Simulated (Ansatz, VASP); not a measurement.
# Two plane-wave programs on Al2O3

File POSCAR:

```
Al2O3
1.0
    2.3793614134      1.3737249525      4.3315939879
   -2.3793614134      1.3737249525      4.3315939879
    0.0000000000     -2.7474499051      4.3315939879
Al O
4 6
Direct
    0.8519115234      0.8519115234      0.8519115234
    0.3519115234      0.3519115234      0.3519115234
    0.1480884766      0.1480884766      0.1480884766
    0.6480884766      0.6480884766      0.6480884766
    0.4436339008      0.0563660992      0.7500000000
    0.0563660992      0.7500000000      0.4436339008
    0.5563660992      0.9436339008      0.2500000000
    0.2500000000      0.5563660992      0.9436339008
    0.9436339008      0.2500000000      0.5563660992
    0.7500000000      0.4436339008      0.0563660992
```

File INCAR.step1:

```
SYSTEM = Al2O3
ALGO = Normal
EDIFF = 1E-4
ENCUT = 520
GGA = PE
ISMEAR = 0
LASPH = .TRUE.
LCHARG = .FALSE.
LREAL = .FALSE.
LWAVE = .TRUE.
NBANDS = 35
NELM = 60
PREC = Accurate
SIGMA = 0.01
```

Contents of INCAR.step2:

```
SYSTEM = Al2O3
ALGO = Normal
EDIFF = 1E-6
ENCUT = 520
ISIF = 2
ISMEAR = 0
ISTART = 1
LASPH = .TRUE.
LCHARG = .FALSE.
LMIXTAU = .TRUE.
LREAL = .FALSE.
LWAVE = .FALSE.
METAGGA = R2SCAN
NBANDS = 35
NELM = 60
PREC = Accurate
SIGMA = 0.01
```

The input KPOINTS:

```
k-points
0
G
  6 6 6
  0 0 0
```

Input for Ansatz:

```yaml
crystal:
  lattice:
    - [2.3793614134, 1.3737249525, 4.3315939879]
    - [-2.3793614134, 1.3737249525, 4.3315939879]
    - [0.0, -2.7474499051, 4.3315939879]
  atoms:
    - { symbol: Al, position: [0.8519115234, 0.8519115234, 0.8519115234] }
    - { symbol: Al, position: [0.3519115234, 0.3519115234, 0.3519115234] }
    - { symbol: Al, position: [0.1480884766, 0.1480884766, 0.1480884766] }
    - { symbol: Al, position: [0.6480884766, 0.6480884766, 0.6480884766] }
    - { symbol: O, position: [0.4436339008, 0.0563660992, 0.75] }
    - { symbol: O, position: [0.0563660992, 0.75, 0.4436339008] }
    - { symbol: O, position: [0.5563660992, 0.9436339008, 0.25] }
    - { symbol: O, position: [0.25, 0.5563660992, 0.9436339008] }
    - { symbol: O, position: [0.9436339008, 0.25, 0.5563660992] }
    - { symbol: O, position: [0.75, 0.4436339008, 0.0563660992] }
kpoints:
  mp_grid: { grid: [6, 6, 6] }
  band_path:
    path:
      - [0.0, 0.0, 0.0]
      - [0.5, 0.5, 0.5]
      - [0.7662811644, 0.2337188356, 0.5]
      - [0.5, -0.2337188356, 0.2337188356]
      - [0.5, 0.0, 0.0]
      - [0.3668594178, -0.3668594178, 0.0]
      - [0.6331405822, 0.0, 0.3668594178]
      - [0.5, 0.0, 0.5]
    npoints: 1
hamiltonian:
  xc: r2scan
scf:
  occupations: { method: fixed }
  n_extra_bands: 6
output:
  forces: true
  stress: true
  eigenvalues: true
```

Alike in both runs: task single point; functional r2SCAN; k mesh 6 × 6 × 6; no spin polarisation.

|  | VASP | Ansatz |
| --- | --- | --- |
| version | VASP 6.6.1 | Ansatz 0.2.0 |
| potentials or method | VASP PAW PBE potentials, release 64 (Al, O) | plane waves, PAW |
| plane-wave cutoff (eV) | 520 | 500 |
| occupations | gaussian, width 0.01 eV | fixed |
| valence electrons in the cell | 48 | 48 |

VASP gave:

| Property | Result |
| --- | --- |
| gap on the k mesh at the Fermi level (eV) | 7.16 |
| pressure (GPa) | -0.5 |
| traceless stress, the component that is largest in VASP (GPa) | -0.06 |
| rms of the force components (eV/Å) | 0.009 |

Question: What did Ansatz give for the same quantities?

Answer: gap on the k mesh at the Fermi level (eV): 7.14; pressure (GPa): 0.0; traceless stress, the component that is largest in VASP (GPa): 0.00; rms of the force components (eV/Å): 0.000.

VASP's potentials were made for PBE, not for r2SCAN. Atom by atom the forces differ by 0.009 eV/Å (rms over components).
